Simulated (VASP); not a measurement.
# Li (Fmmm) in VASP: relaxation of cell and atoms with PBE

Aim: the relaxation of cell and atoms of Li with PBE.

All numbers are computed with VASP 6.6.1; they aren't measurements. Logs are shortened: lines on timing, memory, paths and dates and some standing lists are left out, and cuts for length are marked.

### Step 1. The cell of the first run

It takes space group Fmmm (No. 69, orthorhombic). The conventional cell has a = 3.162 Å, b = 4.880 Å, c = 10.419 Å, α = 90.00°, β = 90.00°, γ = 90.00°. Li (site symmetry mm2) has 11 Li at 2.73 to 3.48 Å within 3.6 Å.

### Step 2. Relaxation of cell and atoms, PBE

INCAR

```
SYSTEM = Li
PREC = Accurate
ENCUT = 600
EDIFF = 1E-6
ISMEAR = 0
SIGMA = 0.1
LREAL = .FALSE.
LASPH = .TRUE.
NELM = 100
ALGO = Normal
ISIF = 3
LWAVE = .FALSE.
LCHARG = .FALSE.
GGA = PE
IBRION = 2
NSW = 100
EDIFFG = -0.01
```

KPOINTS

```
regular mesh
0
G
  16 16 16
  0 0 0
```

POSCAR

```
Li
1.0
    0.0000000000      2.4401590209      5.2095324616
    1.5810737421      0.0000000000      5.2095324616
    1.5810737421      2.4401590209      0.0000000000
Li
2
Direct
    0.8689419493      0.8689419493      0.1310580507
    0.1310580507      0.1310580507      0.8689419493
```

Potentials or basis: VASP PAW PBE potentials, release 64 (Li_sv).

On the command line:

```bash
> cat potpaw_PBE.64/Li_sv/POTCAR > POTCAR
> mpirun -np 1 vasp_std > vasp.out
```

OUTCAR:

```text
SYSTEM = Li
   PREC = Accurate
   ENCUT = 600
   EDIFF = 1E-6
   ISMEAR = 0
   LREAL = .FALSE.
   LASPH = .TRUE.
   NELM = 100
   ISIF = 3
   GGA = PE
   IBRION = 2
   NSW = 100
   EDIFFG = -0.01

 ion  position               nearest neighbor table
   1  0.869  0.869  0.131-
   2  0.131  0.131  0.869-

  LATTYP: Found a face centered orthorhombic cell.
 ALAT       =     3.1621474842
 B/A-ratio  =     1.5433556044
 C/A-ratio  =     3.2949332614

  Lattice vectors:

 A1 = (   0.0000000000,   2.4401590209,   5.2095324616)
 A2 = (   1.5810737421,   0.0000000000,   5.2095324616)
 A3 = (   1.5810737421,   2.4401590209,   0.0000000000)

Analysis of symmetry for initial positions (statically):
=====================================================================
 Subroutine PRICEL returns:
 Original cell was already a primitive cell.

 Routine SETGRP: Setting up the symmetry group for a
 face centered orthorhombic supercell.

 Subroutine GETGRP returns: Found  8 space group operations
 (whereof  8 operations were pure point group operations)
 out of a pool of  8 trial point group operations.

The static configuration has the point symmetry D_2h.

Analysis of symmetry for dynamics (positions and initial velocities):
=====================================================================
 Subroutine PRICEL returns:
 Original cell was already a primitive cell.

 Routine SETGRP: Setting up the symmetry group for a
 face centered orthorhombic supercell.

 Subroutine GETGRP returns: Found  8 space group operations
 (whereof  8 operations were pure point group operations)
 out of a pool of  8 trial point group operations.

The dynamic configuration has the point symmetry D_2h.

 Subroutine INISYM returns: Found  8 space group operations
 (whereof  8 operations are pure point group operations),
 and found     1 'primitive' translations

----------------------------------------------------------------------------------------

                                     Primitive cell

  volume of cell :      40.1975

  direct lattice vectors                    reciprocal lattice vectors
     0.000000000  2.440159021  5.209532462    -0.316240784  0.204904679  0.095977903
     1.581073742  0.000000000  5.209532462     0.316240784 -0.204904679  0.095977903
     1.581073742  2.440159021  0.000000000     0.316240784  0.204904679 -0.095977903

  length of vectors
     5.752704105  5.444173275  2.907605583     0.388852052  0.388852052  0.388852052

  position of ions in fractional coordinates (direct lattice)
     0.868941949  0.868941949  0.131058051
     0.131058051  0.131058051  0.868941949

  ion indices of the primitive-cell ions
   primitive index   ion index
                 1           1
                 2           2

----------------------------------------------------------------------------------------

 KPOINTS: regular mesh

Automatic generation of k-mesh.
 Grid dimensions read from file:
 generate k-points for:   16   16   16

 Generating k-lattice:

  Cartesian coordinates                     Fractional coordinates (reciprocal lattice)
    -0.019765049  0.012806542  0.005998619     0.062500000  0.000000000  0.000000000
     0.019765049 -0.012806542  0.005998619     0.000000000  0.062500000 -0.000000000
     0.019765049  0.012806542 -0.005998619     0.000000000 -0.000000000  0.062500000

  Length of vectors
     0.024303253  0.024303253  0.024303253

  Shift w.r.t. Gamma in fractional coordinates (k-lattice)
     0.000000000  0.000000000  0.000000000

 Subroutine IBZKPT returns following result:
 ===========================================

 Found    621 irreducible k-points:

 Following reciprocal coordinates:
            Coordinates               Weight
  0.000000  0.000000  0.000000      1.000000
  0.062500 -0.000000 -0.000000      8.000000
  0.125000 -0.000000 -0.000000      8.000000
  0.187500 -0.000000 -0.000000      8.000000
  0.250000 -0.000000 -0.000000      8.000000
  0.312500 -0.000000 -0.000000      8.000000
[... 16 lines left out ...]
 -0.125000  0.062500  0.000000      8.000000
 -0.062500  0.062500  0.000000      4.000000
 [... further k-points ...]
   k-points           NKPTS =    621   k-points in BZ     NKDIM =    621   number of bands    NBANDS=      7
   number of dos      NEDOS =    301   number of ions     NIONS =      2
   total plane-waves  NPLWV =  55296
   dimension x,y,z NGX =    48 NGY =   48 NGZ =   24
   dimension x,y,z NGXF=    96 NGYF=   96 NGZF=   48
   ions per type =               2
   NGX,Y,Z   is equivalent  to a cutoff of  13.87, 14.66, 13.72 a.u.
   NGXF,Y,Z  is equivalent  to a cutoff of  27.74, 29.32, 27.44 a.u.
 SYSTEM =  Li
   PREC   = accura    normal or accurate (medium, high low for compatibility)
   ISTART =      0    job   : 0-new  1-cont  2-samecut
   ICHARG =      2    charge: 1-file 2-atom 10-const
   ISPIN  =      1    spin polarized calculation?
   LNONCOLLINEAR =      F non collinear calculations
   LSORBIT =      F    spin-orbit coupling
   LASPH  =      T    aspherical Exc in radial PAW
   ENCUT  =  600.0 eV  44.10 Ry    6.64 a.u.  11.49 10.87  5.81*2*pi/ulx,y,z
   NELM   =    100;   NELMIN=  2; NELMDL= -5     # of ELM steps
   EDIFF  = 0.1E-05   stopping-criterion for ELM
   LREAL  =      F    real-space projection
   EDIFFG = -.1E-01   stopping-criterion for IOM
   NSW    =    100    number of steps for IOM
   IBRION =      2    ionic relax: 0-MD 1-quasi-New 2-CG
   NFREE  =      1    steps in history (QN), initial steepest desc. (CG)
   ISIF   =      3    stress and relaxation
   ISYM   =      2    0-nonsym 1-usesym 2-fastsym
   POTIM  = 0.5000    time-step for ionic-motion
   TEBEG  =    0.0;   TEEND  =   0.0 temperature during run
   PSTRESS=    0.0 pullay stress
   NELECT =       6.0000    total number of electrons
   NUPDOWN=      -1.0000    fix difference up-down
   EMIN   =  10.00;   EMAX   =-10.00  energy-range for DOS
   EFERMI =   0.00;   METHOD = LEGACY
   ISMEAR =     0;   SIGMA  =   0.10  broadening in eV -4-tet -1-fermi 0-gaus
   EFERMI_NEDOS =   21; number of points for ismear=-14 and -15
   IALGO  =     38    algorithm
   IMIX   =      4    mixing-type and parameters
     AMIX     =   0.40;   BMIX     =  1.00
     AMIX_MAG =   1.60;   BMIX_MAG =  1.00
  volume/ion in A,a.u.               =      20.10       135.63
  Fermi-wavevector in a.u.,A,eV,Ry     =   0.868412  1.641060 10.260678  0.754139
  Thomas-Fermi vector in A             =   1.987086
   LORBIT       =      0    0 simple, 1 ext, 2 COOP (PROOUT), +10 PAW based schemes
   GGA     = PE    functional components
   LHFCALC =     F    Hartree Fock is set to
   AEXX    =    0.0000 exact exchange contribution
   IVDW    =     0    specifies the selected vdW correction
   LEPSILON=     F    determine dielectric tensor
   LRPA    =     F    only Hartree local field effects (RPA)
 conjugate gradient relaxation of ions
 non-spin polarized calculation
 Gauss-broadening in eV      SIGMA  =   0.10
  energy-cutoff  :      600.00
  volume of cell :       40.20
 maximum number of plane-waves:      1362
 NGX is ok and might be reduce to    48
   NGX = 23   NGY = 21   NGZ = 11

--------------------------------------- Ionic step        1  -------------------------------------------

 number of electron       6.0000001 magnetization

 Free energy of the ion-electron system (eV)
  ---------------------------------------------------
  ext. energy  EPLUGINS =         0.00000000
  ---------------------------------------------------
  free energy    TOTEN  =        -3.73354583 eV

  energy without entropy =       -3.72865501  energy(sigma->0) =       -3.73110042

------------------------ aborting loop because EDIFF is reached ----------------------------------------

  FORCE on cell =-STRESS in cart. coord.  units (eV):
  Direction    XX          YY          ZZ          XY          YZ          ZX
  --------------------------------------------------------------------------------------
  -------------------------------------------------------------------------------------
  Total       -0.1194058      0.0871540      0.0742262      0.0000000      0.0000000      0.0000000
  in kB       -4.7592341      3.4737521      2.9584831      0.0000000      0.0000000      0.0000000
  external PRESSURE =       0.5576670 kB  Pullay stress =       0.0000000 kB
[... 165 lines left out ...]
  energy  without entropy=       -3.7338345660  energy(sigma->0) =       -3.73604574

--------------------------------------- Ionic step        6  -------------------------------------------

 number of electron       5.9999998 magnetization

 Free energy of the ion-electron system (eV)
  ---------------------------------------------------
  ext. energy  EPLUGINS =         0.00000000
  ---------------------------------------------------
  free energy    TOTEN  =        -3.73851134 eV

  energy without entropy =       -3.73414698  energy(sigma->0) =       -3.73632916

 E-fermi :   0.5922     XC(G=0):  -7.0475

 val. band max:        0.5879875737   @ k =   0.2500   0.0625   0.1250
 cond. band min:       0.6067233518   @ k =  -0.2500   0.3125   0.4375
 fundamental gap:      0.0187357781
 Fermi energy:         0.5922006094

 k-point     1 :       0.0000    0.0000    0.0000
  band No.  band energies     occupation
      1     -45.9724      2.00000
      2     -45.9523      2.00000
      3      -2.9236      2.00000
      4       0.1821      2.00000
      5       2.9583      0.00000
      6      13.8278      0.00000
      7      14.2103      0.00000
[... 221 lines left out ...]
 k-point    24 :      -0.0625    0.0625    0.0000
  band No.  band energies     occupation
      1     -45.9698      2.00000
      2     -45.9506      2.00000
      3      -2.6679      2.00000
      4       0.5196      1.69557
      5       3.0783      0.00000
      6      12.4128      0.00000
      7      12.4687      0.00000

 [... further k-points ...]

------------------------ aborting loop because EDIFF is reached ----------------------------------------

  FORCE on cell =-STRESS in cart. coord.  units (eV):
  Direction    XX          YY          ZZ          XY          YZ          ZX
  --------------------------------------------------------------------------------------
  -------------------------------------------------------------------------------------
  Total       -0.0030433     -0.0126127     -0.0095575      0.0000000      0.0000000      0.0000000
  in kB       -0.1205639     -0.4996731     -0.3786367      0.0000000      0.0000000      0.0000000
  external PRESSURE =      -0.3329579 kB  Pullay stress =       0.0000000 kB
[... 17 lines left out ...]
  FREE ENERGIE OF THE ION-ELECTRON SYSTEM (eV)
  ---------------------------------------------------
  free  energy   TOTEN  =        -3.7385113359 eV

  energy  without entropy=       -3.7341469834  energy(sigma->0) =       -3.73632916

 reached required accuracy - stopping structural energy minimisation
```

It took 10 min on 1 thread of Intel Xeon Platinum 8259CL at 2.50GHz (Skylake/Cascade Lake), shared host; peak memory 0.34 GiB.

What came out:

| Item | Value |
| --- | --- |
| Free energy | -3.7385 eV |
| Relaxed volume | 20.22 Å³/atom |
| Relaxed cell | a = 5.841 Å, b = 5.480 Å, c = 2.949 Å, α = 81.79°, β = 68.22°, γ = 29.99° |
| Space group after relaxing (to 0.1 Å) | Fmmm (No. 69) |
| Energy gained by relaxing | 2.5 meV/atom |
| Ionic steps | 6 |
| Pressure after relaxing | 0.0 GPa |
| Band gap on the k mesh | zero (bands 3 and 4 overlap by 4.51 eV) |

Forces in eV/Å, atoms in the order of the input:
```
Li   0.000  0.000  0.003
Li   0.000  0.000 -0.003
```

Step by step:
| step | energy change (eV) | largest force (eV/Å) | pressure (GPa) | volume (Å³) |
| --- | --- | --- | --- | --- |
| 1 | 0.0000 | 0.0103 | 0.06 | 40.20 |
| 2 | -0.0006 | 0.0102 | 0.04 | 40.24 |
| 3 | -0.0023 | 0.0100 | 0.00 | 40.36 |
| 4 | -0.0038 | 0.0093 | -0.07 | 40.57 |
| 5 | -0.0047 | 0.0057 | -0.05 | 40.51 |
| 6 | -0.0050 | 0.0025 | -0.03 | 40.44 |

Final structure:
```
CELL_PARAMETERS angstrom
0.00000 2.52818 5.26540
1.51901 0.00000 5.26540
1.51901 2.52818 0.00000
ATOMIC_POSITIONS crystal
Li 0.86975 0.86975 0.13025
Li 0.13025 0.13025 0.86975
```

Caveat: the cutoff is under 1.25 times the usual one of these potentials, so pressure, stress and relaxed cells hold a basis-set (Pulay) error.
